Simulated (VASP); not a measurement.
# AgI (F-43m) in VASP: notebook

AgI is run at these levels: LDA; tasks: single point.

All numbers are computed with VASP 6.6.1; they aren't measurements. Logs are shortened: lines on timing, memory, paths and dates and some standing lists are left out, and cuts for length are marked.

## Step 1: The cell of the first run

The structure is cubic, space group F-43m (No. 216). Conventional cell: a = 6.473 Å, b = 6.473 Å, c = 6.473 Å, α = 90.00°, β = 90.00°, γ = 90.00°. Within 3.7 Å of Ag (site symmetry -43m) lie 4 I at 2.80 Å. Within 3.7 Å of I (site symmetry -43m) lie 4 Ag at 2.80 Å.

## Step 2: Single point, LDA

The input, INCAR:

```
PREC     = Accurate       # precision mode
ENCUT    = 500            # plane-wave cutoff, eV
EDIFF    = 1E-6           # SCF threshold, eV
ISMEAR   = 0              # smearing method
SIGMA    = 0.01           # smearing width, eV
LREAL    = F              # projectors in reciprocal space
LASPH    = T              # aspherical terms in the spheres
NELM     = 120            # most SCF steps
ALGO     = Normal         # electronic algorithm
ISIF     = 2              # what is computed and relaxed
LWAVE    = F              # write WAVECAR
LCHARG   = F              # write CHGCAR
NBANDS   = 16             # bands
GGA_COMPAT= F
```

The input, KPOINTS:

```
Automatic mesh
0
Gamma
  4 4 4
```

The input, POSCAR:

```
AgI
1.0
    0.0000000000      3.2365000000      3.2365000000
    3.2365000000      0.0000000000      3.2365000000
    3.2365000000      3.2365000000      0.0000000000
Ag I
1 1
Direct
    0.0000000000      0.0000000000      0.0000000000
    0.2500000000      0.2500000000      0.2500000000
```

Potentials or basis: VASP PAW LDA potentials, release 64 (Ag, I).

Started as:

```bash
$ cat potpaw_LDA.64/Ag/POTCAR potpaw_LDA.64/I/POTCAR > POTCAR
$ mpirun -np 1 vasp_std > vasp.out
```

OUTCAR:

```text
PREC = Accurate
   ENCUT = 500
   EDIFF = 1E-6
   ISMEAR = 0
   LREAL = F
   LASPH = T
   NELM = 120
   ISIF = 2

 ion  position               nearest neighbor table
   1  0.000  0.000  0.000-   2 2.80   2 2.80   2 2.80   2 2.80
   2  0.250  0.250  0.250-   1 2.80   1 2.80   1 2.80   1 2.80

  LATTYP: Found a face centered cubic cell.
 ALAT       =     6.4730000000

  Lattice vectors:

 A1 = (   0.0000000000,   3.2365000000,   3.2365000000)
 A2 = (   3.2365000000,   0.0000000000,   3.2365000000)
 A3 = (   3.2365000000,   3.2365000000,   0.0000000000)

Analysis of symmetry for initial positions (statically):
=====================================================================
 Subroutine PRICEL returns:
 Original cell was already a primitive cell.

 Routine SETGRP: Setting up the symmetry group for a
 face centered cubic supercell.

 Subroutine GETGRP returns: Found 24 space group operations
 (whereof 24 operations were pure point group operations)
 out of a pool of 48 trial point group operations.

The static configuration has the point symmetry T_d .

Analysis of symmetry for dynamics (positions and initial velocities):
=====================================================================
 Subroutine PRICEL returns:
 Original cell was already a primitive cell.

 Routine SETGRP: Setting up the symmetry group for a
 face centered cubic supercell.

 Subroutine GETGRP returns: Found 24 space group operations
 (whereof 24 operations were pure point group operations)
 out of a pool of 48 trial point group operations.

The dynamic configuration has the point symmetry T_d .

 Subroutine INISYM returns: Found 24 space group operations
 (whereof 24 operations are pure point group operations),
 and found     1 'primitive' translations

----------------------------------------------------------------------------------------

                                     Primitive cell

  volume of cell :      67.8042

  direct lattice vectors                    reciprocal lattice vectors
     0.000000000  3.236500000  3.236500000    -0.154487873  0.154487873  0.154487873
     3.236500000  0.000000000  3.236500000     0.154487873 -0.154487873  0.154487873
     3.236500000  3.236500000  0.000000000     0.154487873  0.154487873 -0.154487873

  length of vectors
     4.577102195  4.577102195  4.577102195     0.267580845  0.267580845  0.267580845

  position of ions in fractional coordinates (direct lattice)
     0.000000000  0.000000000  0.000000000
     0.250000000  0.250000000  0.250000000

  ion indices of the primitive-cell ions
   primitive index   ion index
                 1           1
                 2           2

----------------------------------------------------------------------------------------

 KPOINTS: Automatic mesh

Automatic generation of k-mesh.
 Grid dimensions read from file:
 generate k-points for:    4    4    4

 Generating k-lattice:

  Cartesian coordinates                     Fractional coordinates (reciprocal lattice)
    -0.038621968  0.038621968  0.038621968     0.250000000  0.000000000  0.000000000
     0.038621968 -0.038621968  0.038621968     0.000000000  0.250000000  0.000000000
     0.038621968  0.038621968 -0.038621968     0.000000000  0.000000000  0.250000000

  Length of vectors
     0.066895211  0.066895211  0.066895211

  Shift w.r.t. Gamma in fractional coordinates (k-lattice)
     0.000000000  0.000000000  0.000000000

 Subroutine IBZKPT returns following result:
 ===========================================

 Found      8 irreducible k-points:

 Following reciprocal coordinates:
            Coordinates               Weight
  0.000000  0.000000  0.000000      1.000000
  0.250000  0.000000  0.000000      8.000000
  0.500000  0.000000  0.000000      4.000000
  0.250000  0.250000  0.000000      6.000000
  0.500000  0.250000  0.000000     24.000000
 -0.250000  0.250000  0.000000     12.000000
  0.500000  0.500000  0.000000      3.000000
 -0.250000  0.500000  0.250000      6.000000
   k-points           NKPTS =      8   k-points in BZ     NKDIM =      8   number of bands    NBANDS=     16
   number of dos      NEDOS =    301   number of ions     NIONS =      2
   total plane-waves  NPLWV =  46656
   dimension x,y,z NGX =    36 NGY =   36 NGZ =   36
   dimension x,y,z NGXF=    72 NGYF=   72 NGZF=   72
   ions per type =               1   1
   NGX,Y,Z   is equivalent  to a cutoff of  13.08, 13.08, 13.08 a.u.
   NGXF,Y,Z  is equivalent  to a cutoff of  26.15, 26.15, 26.15 a.u.
 SYSTEM =  unknown system
   PREC   = accura    normal or accurate (medium, high low for compatibility)
   ISTART =      0    job   : 0-new  1-cont  2-samecut
   ICHARG =      2    charge: 1-file 2-atom 10-const
   ISPIN  =      1    spin polarized calculation?
   LNONCOLLINEAR =      F non collinear calculations
   LSORBIT =      F    spin-orbit coupling
   LASPH  =      T    aspherical Exc in radial PAW
   ENCUT  =  500.0 eV  36.75 Ry    6.06 a.u.   8.35  8.35  8.35*2*pi/ulx,y,z
   NELM   =    120;   NELMIN=  2; NELMDL= -5     # of ELM steps
   EDIFF  = 0.1E-05   stopping-criterion for ELM
   LREAL  =      F    real-space projection
   EDIFFG = 0.1E-04   stopping-criterion for IOM
   NSW    =      0    number of steps for IOM
   IBRION =     -1    ionic relax: 0-MD 1-quasi-New 2-CG
   NFREE  =      0    steps in history (QN), initial steepest desc. (CG)
   ISIF   =      2    stress and relaxation
   ISYM   =      2    0-nonsym 1-usesym 2-fastsym
   POTIM  = 0.5000    time-step for ionic-motion
   TEBEG  =    0.0;   TEEND  =   0.0 temperature during run
   PSTRESS=    0.0 pullay stress
   NELECT =      18.0000    total number of electrons
   NUPDOWN=      -1.0000    fix difference up-down
   EMIN   =  10.00;   EMAX   =-10.00  energy-range for DOS
   EFERMI =   0.00;   METHOD = LEGACY
   ISMEAR =     0;   SIGMA  =   0.01  broadening in eV -4-tet -1-fermi 0-gaus
   EFERMI_NEDOS =   21; number of points for ismear=-14 and -15
   IALGO  =     38    algorithm
   IMIX   =      4    mixing-type and parameters
     AMIX     =   0.40;   BMIX     =  1.00
     AMIX_MAG =   1.60;   BMIX_MAG =  1.00
  volume/ion in A,a.u.               =      33.90       228.78
  Fermi-wavevector in a.u.,A,eV,Ry     =   1.052156  1.988286 15.062083  1.107032
  Thomas-Fermi vector in A             =   2.187227
   LORBIT       =      0    0 simple, 1 ext, 2 COOP (PROOUT), +10 PAW based schemes
   GGA     = CA    functional components
   LHFCALC =     F    Hartree Fock is set to
   AEXX    =    0.0000 exact exchange contribution
   IVDW    =     0    specifies the selected vdW correction
   LEPSILON=     F    determine dielectric tensor
   LRPA    =     F    only Hartree local field effects (RPA)
 non-spin polarized calculation
 Gauss-broadening in eV      SIGMA  =   0.01
  energy-cutoff  :      500.00
  volume of cell :       67.80
 maximum number of plane-waves:      1759
 NGX is ok and might be reduce to    36
   NGX = 17   NGY = 17   NGZ = 17

 number of electron      17.9999998 magnetization

 Free energy of the ion-electron system (eV)
  ---------------------------------------------------
  ext. energy  EPLUGINS =         0.00000000
  ---------------------------------------------------
  free energy    TOTEN  =        -6.07444293 eV

  energy without entropy =       -6.07444293  energy(sigma->0) =       -6.07444293

 E-fermi :   3.0959     XC(G=0):  -8.8941

 val. band max:        3.0333907414   @ k =   0.0000   0.0000   0.0000
 cond. band min:       4.1142021954   @ k =   0.0000   0.0000   0.0000
 fundamental gap:      1.0808114541
 Fermi energy:         3.0958671758

 k-point     1 :       0.0000    0.0000    0.0000
  band No.  band energies     occupation
      1      -9.8756      2.00000
      2      -1.2908      2.00000
      3      -1.2908      2.00000
      4      -1.2908      2.00000
      5      -0.1413      2.00000
      6      -0.1413      2.00000
[... 8 lines left out ...]
     15      13.0852      0.00000
     16      13.0852      0.00000

 k-point     2 :       0.2500    0.0000    0.0000
  band No.  band energies     occupation
      1      -9.7285      2.00000
      2      -1.3503      2.00000
      3      -1.1988      2.00000
      4      -1.1988      2.00000
      5      -0.1452      2.00000
      6      -0.1452      2.00000
[... 8 lines left out ...]
     15      12.1935      0.00000
     16      12.1935      0.00000

 k-point     3 :       0.5000    0.0000    0.0000
  band No.  band energies     occupation
      1      -9.5720      2.00000
      2      -1.2360      2.00000
      3      -1.1168      2.00000
      4      -1.1168      2.00000
      5      -0.1109      2.00000
      6      -0.1109      2.00000
[... 8 lines left out ...]
     15      13.8436      0.00000
     16      13.8436      0.00000

 k-point     4 :       0.2500    0.2500    0.0000
  band No.  band energies     occupation
      1      -9.6796      2.00000
      2      -1.4804      2.00000
      3      -1.0928      2.00000
      4      -1.0928      2.00000
      5      -0.2080      2.00000
      6      -0.0969      2.00000
[... 8 lines left out ...]
     15      13.3802      0.00000
     16      14.9304      0.00000

 k-point     5 :       0.5000    0.2500    0.0000
  band No.  band energies     occupation
      1      -9.5234      2.00000
      2      -1.3726      2.00000
      3      -0.9676      2.00000
      4      -0.9348      2.00000
      5      -0.1152      2.00000
      6      -0.0950      2.00000
[... 8 lines left out ...]
     15      14.0113      0.00000
     16      14.6788      0.00000

 k-point     6 :      -0.2500    0.2500    0.0000
  band No.  band energies     occupation
      1      -9.5752      2.00000
      2      -1.2056      2.00000
      3      -1.1536      2.00000
      4      -1.0802      2.00000
      5      -0.1716      2.00000
      6      -0.1163      2.00000
[... 8 lines left out ...]
     15      13.2868      0.00000
     16      14.7384      0.00000

 k-point     7 :       0.5000    0.5000    0.0000
  band No.  band energies     occupation
      1      -9.4720      2.00000
      2      -1.6032      2.00000
      3      -0.7765      2.00000
      4      -0.7765      2.00000
      5      -0.0521      2.00000
      6      -0.0240      2.00000
[... 8 lines left out ...]
     15      13.8110      0.00000
     16      14.8459      0.00000

 k-point     8 :      -0.2500    0.5000    0.2500
  band No.  band energies     occupation
      1      -9.4713      2.00000
      2      -1.2315      2.00000
      3      -1.0265      2.00000
      4      -0.7834      2.00000
      5      -0.2081      2.00000
      6       0.0860      2.00000
[... 8 lines left out ...]
     15      14.5063      0.00000
     16      14.6832      0.00000

------------------------ aborting loop because EDIFF is reached ----------------------------------------

  FORCE on cell =-STRESS in cart. coord.  units (eV):
  Direction    XX          YY          ZZ          XY          YZ          ZX
  --------------------------------------------------------------------------------------
  -------------------------------------------------------------------------------------
  Total       -0.7995395     -0.7995395     -0.7995395      0.0000000      0.0000000      0.0000000
  in kB      -18.8926845    -18.8926845    -18.8926845      0.0000000      0.0000000      0.0000000
  external PRESSURE =     -18.8926845 kB  Pullay stress =       0.0000000 kB

 VOLUME and BASIS-vectors are now :
 -----------------------------------------------------------------------------
  energy-cutoff  :      500.00
  volume of cell :       67.80
      direct lattice vectors                 reciprocal lattice vectors
     0.000000000  3.236500000  3.236500000    -0.154487873  0.154487873  0.154487873
     3.236500000  0.000000000  3.236500000     0.154487873 -0.154487873  0.154487873
     3.236500000  3.236500000  0.000000000     0.154487873  0.154487873 -0.154487873

 POSITION                                       TOTAL-FORCE (eV/Angst)
 -----------------------------------------------------------------------------------
      0.00000      0.00000      0.00000        -0.000000     -0.000000     -0.000000
      1.61825      1.61825      1.61825         0.000000      0.000000      0.000000
 -----------------------------------------------------------------------------------
    total drift:                                0.000000      0.000000      0.000000

  FREE ENERGIE OF THE ION-ELECTRON SYSTEM (eV)
  ---------------------------------------------------
  free  energy   TOTEN  =        -6.0744429274 eV

  energy  without entropy=       -6.0744429274  energy(sigma->0) =       -6.07444293
```

Wall time 12 s (1 thread of Intel Xeon 8259CL, shared host); peak memory 0.17 GiB.

What came out:

```
Free energy            : -6.0744 eV
Pressure               : -1.9 GPa
Band gap on the k mesh : 1.08 eV, direct
```

Levels at points of the mesh, in eV from the valence-band top:
| k point | band 6 | band 7 | band 8 | band 9 | band 10 | band 11 | band 12 | band 13 |
| --- | --- | --- | --- | --- | --- | --- | --- | --- |
| (0.00, 0.00, 0.00) | -3.17 | 0.00 | 0.00 | 0.00 | 1.08 | 5.61 | 5.61 | 5.61 |
| (0.50, 0.00, 0.00) | -3.14 | -3.03 | -0.75 | -0.75 | 2.56 | 6.10 | 6.10 | 6.97 |
| (0.50, 0.50, 0.00) | -3.06 | -2.70 | -1.85 | -1.85 | 3.37 | 3.70 | 8.28 | 9.50 |

Caveat: the k points lie up to 0.42 Å⁻¹ apart; spin-orbit coupling is left out, which moves the levels of the heavy elements. Expect the measured gap to be larger: semilocal functionals such as LDA lack the derivative discontinuity.

## Step 3: Single point, LDA

The input, INCAR:

```
  PREC = Accurate
  ENCUT = 500
  EDIFF = 1E-6
  ISMEAR = 0
  SIGMA = 0.01
  LREAL = False
  LASPH = True
  NELM = 120
  ALGO = Normal
  ISIF = 2
  LWAVE = False
  LCHARG = False
  GGA = CA
  NBANDS = 16
  GGA_COMPAT = False
```

The input, KPOINTS:

```
regular mesh
0
Gamma
  4 4 4
```

POSCAR is that of step 2.

Potentials or basis: VASP PAW LDA potentials, release 64 (Ag, I).

Started as:

```bash
$ cat potpaw_LDA.64/Ag/POTCAR potpaw_LDA.64/I/POTCAR > POTCAR
$ mpirun -np 1 vasp_std > vasp.out
```

Wall time 13 s (1 thread of Intel Xeon 8259CL, shared host); peak memory 0.17 GiB.

It converged, with:

| Item | Value |
| --- | --- |
| Free energy | -6.0744 eV |
| Pressure | -1.9 GPa |
| Band gap on the k mesh | 1.08 eV, direct |

Levels at points of the mesh, in eV from the valence-band top:
```tsv
k point	band 6	band 7	band 8	band 9	band 10	band 11	band 12	band 13
(0.00, 0.00, 0.00)	-3.17	0.00	0.00	0.00	1.08	5.61	5.61	5.61
(0.50, 0.00, 0.00)	-3.14	-3.03	-0.75	-0.75	2.56	6.10	6.10	6.97
(0.50, 0.50, 0.00)	-3.06	-2.70	-1.85	-1.85	3.37	3.70	8.28	9.50
```

Caveat: the k points lie up to 0.42 Å⁻¹ apart; spin-orbit coupling is left out, which moves the levels of the heavy elements. LDA gaps usually lie below the measured ones, often by a third to a half.

## Step 4: Single point, LDA

The input, INCAR:

```
SYSTEM = AgI
  PREC = Accurate
  ENCUT = 500
  EDIFF = 1E-6
  ISMEAR = 0
  SIGMA = 0.01
  LREAL = .False.
  LASPH = .True.
  NELM = 120
  ALGO = Normal
  ISIF = 2
  LWAVE = .False.
  LCHARG = .False.
  GGA = CA
  NBANDS = 16
  GGA_COMPAT = .False.
```

The input, KPOINTS:

```
regular mesh
0
Gamma
  4 4 4
  0 0 0
```

POSCAR is that of step 3.

Started as:

```bash
$ cat potpaw_LDA.64/Ag/POTCAR potpaw_LDA.64/I/POTCAR > POTCAR
$ mpirun -np 1 vasp_std > vasp.out
```

Wall time 12 s (1 thread of Intel Xeon 8259CL, shared host); peak memory 0.17 GiB.

The run converged. Its results:

```yaml
Free_energy: -6.0744 eV
Pressure: -1.9 GPa
Band_gap_on_the_k_mesh: 1.08 eV, direct
```

Levels at points of the mesh, in eV from the valence-band top:
| k point | band 5 | band 6 | band 7 | band 8 | band 9 | band 10 | band 11 | band 12 | band 13 | band 14 |
| --- | --- | --- | --- | --- | --- | --- | --- | --- | --- | --- |
| (0.00, 0.00, 0.00) | -3.17 | -3.17 | 0.00 | 0.00 | 0.00 | 1.08 | 5.61 | 5.61 | 5.61 | 8.64 |
| (0.50, 0.00, 0.00) | -3.14 | -3.14 | -3.03 | -0.75 | -0.75 | 2.56 | 6.10 | 6.10 | 6.97 | 8.94 |
| (0.50, 0.50, 0.00) | -3.09 | -3.06 | -2.70 | -1.85 | -1.85 | 3.37 | 3.70 | 8.28 | 9.50 | 9.50 |

Caveat: the k points lie up to 0.42 Å⁻¹ apart; spin-orbit coupling is left out, which moves the levels of the heavy elements.
